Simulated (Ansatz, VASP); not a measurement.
InCuO in VASP and in Ansatz

```
In Cu O
1.0
     3.46743    0.00000    0.00000
    -1.73372    3.00288    0.00000
     0.00000    0.00000    4.45176
In Cu O
1 1 1
Direct
  0.00000 0.00000 0.00000
  0.66667 0.33333 0.50000
  0.33333 0.66667 0.50000
```

Change from the starting cell: species swapped into the DyAlGa type (P-6m2, No. 187).

Alike in both runs: task relaxation of cell and atoms; functional PBE; k mesh 18 × 18 × 10; occupations gaussian, width 0.1 eV; no spin polarisation.

|  | VASP | Ansatz |
| --- | --- | --- |
| version | VASP 6.6.1 | Ansatz 0.2.0 |
| potentials or method | VASP PAW PBE potentials, release 64 (In_d, Cu, O), cutoff 600 eV | scalar-relativistic, plane waves, PAW |
| valence electrons in the cell | 30 | 38 |

|  | VASP | Ansatz | Ansatz less VASP |
| --- | --- | --- | --- |
| gap on the k mesh at the Fermi level, each at its own relaxed structure (eV) | none | none | - |
| relaxed volume (Å³/atom) | 15.37 | 15.51 | +0.140 |
| relaxed length of the cell vector where the two differ most in proportion (Å) | 4.344 | 4.491 | +0.1471 |

A gap of «none» marks a metal or a gap that the smearing closes. VASP's potentials hold 30 valence electrons a cell and Ansatz's 38, so a difference there can come from the potentials and not from the codes.
